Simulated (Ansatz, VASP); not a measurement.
Two plane-wave programs on W

Contents of INCAR:

```
SYSTEM = W
PREC = Accurate
ENCUT = 520
EDIFF = 1E-6
ISMEAR = 0
SIGMA = 0.15
LREAL = .False.
LASPH = .True.
NELM = 80
ALGO = Normal
ISIF = 2
LWAVE = .False.
LCHARG = .False.
GGA = PS
NBANDS = 13
```

Contents of KPOINTS:

```
regular mesh
0
Gamma
  20 20 20
  0 0 0
```

Contents of POSCAR:

```
W
1.0
    0.0000000000      1.9691000000      2.0300000000
    1.9691000000      0.0000000000      2.0300000000
    1.9691000000      1.9691000000      0.0000000000
W
1
Direct
    0.0000000000      0.0000000000      0.0000000000
```

Input for Ansatz:

```yaml
crystal:
  lattice:
    - [0.0, 1.9691, 2.03]
    - [1.9691, 0.0, 2.03]
    - [1.9691, 1.9691, 0.0]
  atoms:
    - { symbol: W, position: [0.0, 0.0, 0.0] }
basis:
  ecutwfc: 420
kpoints:
  mp_grid: { grid: [20, 20, 20] }
hamiltonian:
  xc: pbesol
scf:
  occupations: { method: gaussian, width: 0.15 }
output:
  forces: true
  stress: true
  eigenvalues: true
  write_density: true
  write_potential: true
  elf: true
  volumetric_format: npy
```

Change from the starting cell: strain -0.030 along x and y, +0.000 along z, atoms carried along.

Alike in both runs: task single point; functional PBEsol; k mesh 20 × 20 × 20; occupations gaussian, width 0.15 eV; no spin polarisation.

|  | VASP | Ansatz |
| --- | --- | --- |
| version | VASP 6.6.1 | Ansatz 0.2.0 |
| potentials or method | VASP PAW PBE potentials, release 64 (W_sv), cutoff 520 eV | scalar-relativistic, plane waves, PAW |
| valence electrons in the cell | 14 | 14 |

Ansatz gave:

```
gap on the k mesh at the Fermi level (eV)                     : none
pressure (GPa)                                                : 4.6
traceless stress, the component that is largest in VASP (GPa) : 5.80
```

Question: Which values does VASP return?

Answer: gap on the k mesh at the Fermi level (eV): none; pressure (GPa): 5.3; traceless stress, the component that is largest in VASP (GPa): 5.86.

VASP's potentials were made for PBE, not for PBEsol. A gap of «none» marks a metal or a gap that the smearing closes.

Neither program's run includes spin-orbit coupling.
